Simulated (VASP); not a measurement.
Sr: single point with PBEsol

The system is Sr.

```
Sr
1.0
    -2.16054    2.16054    3.05500
     2.16054   -2.16054    3.05500
     2.16054    2.16054   -3.05500
Sr
1
Direct
  0.00000 0.00000 0.00000
```

This cell differs from its parent crystal: ratio of the length along z to the lengths across it x 1.414, volume and fractional coordinates fixed.

| Property | Result |
| --- | --- |
| Program | VASP 6.6.1 |
| Task | single point |
| Functional | PBEsol |
| Potentials or basis | VASP PAW PBE potentials, release 64 (Sr_sv) |
| Cutoff | 520 eV |
| k mesh | 16 × 16 × 16 |
| Occupations | gaussian, width 0.15 eV |
| Spin | no spin polarisation |

* Pressure: -1.0 GPa
* Band gap on the k mesh: zero (bands 5 and 6 overlap by 0.09 eV)

Levels at points of the mesh, in eV from the Fermi level:
| k point | band 1 | band 2 | band 3 | band 4 | band 5 | band 6 | band 7 | band 8 | band 9 | band 10 |
| --- | --- | --- | --- | --- | --- | --- | --- | --- | --- | --- |
| (0.00, 0.00, 0.00) | -36.61 | -18.52 | -18.52 | -18.52 | -3.60 | 2.30 | 2.30 | 2.30 | 3.71 | 3.71 |
| (0.50, 0.00, 0.00) | -36.60 | -18.69 | -18.54 | -18.54 | -1.12 | 0.04 | 2.15 | 2.15 | 4.72 | 4.72 |
| (0.50, 0.50, 0.00) | -36.59 | -18.68 | -18.58 | -18.58 | -0.60 | 0.37 | 0.98 | 4.72 | 5.01 | 5.01 |
| (0.50, 0.50, 0.50) | -36.59 | -18.68 | -18.58 | -18.58 | -0.60 | 0.37 | 0.98 | 4.72 | 5.01 | 5.09 |

Wall time 3.5 min on 1 thread of Oxide Virtual Turin-like Processor, with other jobs on the host, peak memory 0.31 GiB.

Caveat: the PAW data sets were made with another functional, which shifts forces and pressure a little.
